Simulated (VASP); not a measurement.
Runs of VASP 6.6.1 on LiF. The structure is that of space group Fm-3m (No. 225), or close to it. The cells are those of the table. 

```csv
task,cell,k mesh,cutoff (eV),smearing,gap on the mesh (eV),pressure (GPa)
single point,"a = 2.763 Å, angles 60.0°, 2 atoms",8 × 8 × 8,520,gaussian 0.1 eV,9.70,-
single point,"a = 2.763 Å, angles 60.0°, 2 atoms",10 × 10 × 10,520,gaussian 0.02 eV,9.70,-
relaxation of cell and atoms,"relaxed from a = 2.763 Å, angles 60.0°, 2 atoms",10 × 10 × 10,600,gaussian 0.02 eV,9.76,0.0
relaxation of cell and atoms,"relaxed from a = 2.887 Å, angles 60.0°, 2 atoms",8 × 8 × 8,600,gaussian 0.1 eV,(a),-1.0
```

Alike in all rows: level LDA; potentials or basis VASP PAW LDA potentials, release 64 (Li_sv, F); no spin polarisation.

Estimate the missing entries.

(a) 9.67.

Caveats: the cutoff is under 1.25 times the usual one of these potentials, so pressure, stress and relaxed cells hold a basis-set (Pulay) error.

A k mesh can miss the band edges.
